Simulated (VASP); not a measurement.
Write the native input for VASP 6.6.1 that does the following.

```
Task                   : relaxation of cell and atoms
Functional             : PBE
Potentials or basis    : VASP PAW PBE potentials, release 64 (Ru_pv)
Cutoff                 : 600 eV
k mesh                 : 18 × 18 × 18
Occupations            : fermi-dirac, width 0.05 eV
Spin                   : no spin polarisation
Target pressure        : -0.3 GPa
Dipole correction      : no
Further INCAR settings : ALGO = Normal; EDIFF = 1e-06; IBRION = 2; EDIFFG = -0.005; NSW = 60; ISIF = 3
```

The structure of Ru lies in POSCAR:

```
Ru
1.0
   -1.5270976574      1.5270976574      1.5270976574
    1.5270976574     -1.5270976574      1.5270976574
    1.5270976574      1.5270976574     -1.5270976574
Ru
1
Direct
    0.0000000000      0.0000000000      0.0000000000
```

One way to write it, as run:

INCAR

```
SYSTEM = Ru
  PREC = Accurate
  ENCUT = 600
  EDIFF = 1E-6
  ISMEAR = -1
  SIGMA = 0.05
  LREAL = .FALSE.
  LASPH = .TRUE.
  NELM = 60
  ALGO = Normal
  ISIF = 3
  LWAVE = .FALSE.
  LCHARG = .FALSE.
  GGA = PE
  IBRION = 2
  NSW = 60
  EDIFFG = -0.005
  PSTRESS = -3.0
```

KPOINTS

```
Automatic mesh
0
G
  18 18 18
  0 0 0
```

Potentials or basis: VASP PAW PBE potentials, release 64 (Ru_pv).

The run is started by

```console
$ cat potpaw_PBE.64/Ru_pv/POTCAR > POTCAR
$ mpirun -np 1 vasp_std > vasp.out
```

Results of the run:

```yaml
Relaxed_volume: 14.24 Å³/atom
Relaxed_cell: a = 2.645 Å, b = 2.645 Å, c = 2.645 Å, α = 109.47°, β = 109.47°, γ = 109.47°
Space_group_after_relaxing_to_0.05_Å: Im-3m (No. 229)
Energy_change_on_relaxing_the_enthalpy_is_what_falls: -0.0 meV/atom
Ionic_steps: 3
Pressure_after_relaxing: -0.2 GPa
Band_gap_on_the_k_mesh: zero (band 7 reaches 13.90 eV, above the bottom of band 8 at 10.35 eV)
```

Caveat: the cell is relaxed towards a set pressure, so the enthalpy falls and the energy may rise.

It took 17 s on 1 thread of Intel(R) Xeon(R) 6975P-C (Granite Rapids), on a shared host, peak memory 0.17 GiB.
